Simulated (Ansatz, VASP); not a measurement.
# MgB2: VASP beside Ansatz

```xyz
6
Lattice="3.3290 0.0000 0.0000 0.0000 3.3290 0.0000 0.0000 0.0000 7.0039" Properties=species:S:1:pos:R:3 pbc="T T T"
Mg    0.0000    1.6645    2.2303
Mg    1.6645    0.0000    4.7736
B     1.6645    0.8422    0.6873
B     1.6645    2.4868    0.6873
B     0.8422    1.6645    6.3166
B     2.4868    1.6645    6.3166
```

Alike in both runs: functional PBE; k mesh 4 × 4 × 4; occupations gaussian, width 0.1 eV; no spin polarisation.

Ansatz relaxed the structure, and its values are those at the end. VASP's run is a single point on that final structure, the one shown.

|  | VASP | Ansatz |
| --- | --- | --- |
| version | VASP 6.6.1 | Ansatz 0.2.0 |
| potentials or method | VASP PAW PBE potentials, release 64 (Mg, B), cutoff 520 eV | scalar-relativistic, plane waves, PAW |
| valence electrons in the cell | 16 | 32 |

```csv
,VASP,Ansatz,Ansatz less VASP
gap on the k mesh at the Fermi level (eV),none,none,-
pressure (GPa),-0.1,0.0,+0.11
rms of the force components (eV/Å),0.006,0.004,-0.0018
```

A gap of «none» marks a metal or a gap that the smearing closes. VASP's potentials hold 16 valence electrons a cell and Ansatz's 32, so a difference there can come from the potentials and not from the codes.

The k mesh is coarse, so the values compare programs but aren't converged.
